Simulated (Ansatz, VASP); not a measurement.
# Two plane-wave programs on GaN

Contents of INCAR:

```
SYSTEM = GaN
PREC = Accurate ; ENCUT = 520
EDIFF = 1E-6 ; ISMEAR = 0
SIGMA = 0.05 ; LREAL = .FALSE.
LASPH = .TRUE. ; NELM = 60
ALGO = Normal ; ISIF = 2
LWAVE = .FALSE. ; LCHARG = .FALSE.
GGA = PE ; NBANDS = 46
```

The input KPOINTS:

```
Automatic mesh
0
G
  8 6 6
  0 0 0
```

File POSCAR:

```
GaN
1.0
   -3.2185392732      0.0000000000      0.0000000000
    0.0000000000      0.0000000000     -5.2433778863
    0.0000000001     -5.5746735474      0.0000000000
Ga N
4 4
Direct
    0.5000000000      0.0078943469      0.1747039634
    0.0000000000      0.0013419190      0.6586238210
    0.0000000000      0.5013419190      0.3413761790
    0.5000000000      0.5078943469      0.8252960366
    0.5000000000      0.6040245709      0.1680082161
    0.0000000000      0.6068682458      0.6652899475
    0.0000000000      0.1068682458      0.3347100525
    0.5000000000      0.1040245709      0.8319917839
```

Input for Ansatz:

```yaml
crystal:
  lattice:
    - [-3.2185392732, 0.0, 0.0]
    - [0.0, 0.0, -5.2433778863]
    - [1.0e-10, -5.5746735474, 0.0]
  atoms:
    - { symbol: Ga, position: [0.5, 0.0078943469, 0.1747039634] }
    - { symbol: Ga, position: [0.0, 0.001341919, 0.658623821] }
    - { symbol: Ga, position: [0.0, 0.501341919, 0.341376179] }
    - { symbol: Ga, position: [0.5, 0.5078943469, 0.8252960366] }
    - { symbol: "N", position: [0.5, 0.6040245709, 0.1680082161] }
    - { symbol: "N", position: [0.0, 0.6068682458, 0.6652899475] }
    - { symbol: "N", position: [0.0, 0.1068682458, 0.3347100525] }
    - { symbol: "N", position: [0.5, 0.1040245709, 0.8319917839] }
basis:
  ecutwfc: 520.0
kpoints:
  mp_grid: { grid: [8, 6, 6] }
hamiltonian:
  xc: pbe
  pseudopotentials: { kind: paw, azcp: { folder: soft_1 } }
scf:
  occupations: { method: gaussian, width: 0.05 }
output:
  forces: true
  stress: true
  eigenvalues: true
```

Change from the starting cell: mode 11 frozen in at -0.048 Å and mode 13 at +0.098 Å (largest displacements).

Alike in both runs: task single point; functional PBE; k mesh 8 × 6 × 6; occupations gaussian, width 0.05 eV; no spin polarisation.

|  | VASP | Ansatz |
| --- | --- | --- |
| version | VASP 6.6.1 | Ansatz 0.2.0 |
| potentials or method | VASP PAW PBE potentials, release 64 (Ga_d, N), cutoff 520 eV | scalar-relativistic, plane waves, PAW |
| valence electrons in the cell | 72 | 72 |

```csv
,VASP,Ansatz,Ansatz less VASP
gap on the k mesh at the Fermi level (eV),1.55,1.55,0.000
least direct gap on the mesh (eV),1.55,1.55,0.000
pressure (GPa),1.5,1.5,0.00
"traceless stress, the component that is largest in VASP (GPa)",-5.21,-5.33,-0.123
rms of the force components (eV/Å),0.730,0.735,+0.0055
```

Atom by atom the forces differ by 0.007 eV/Å (rms over components).
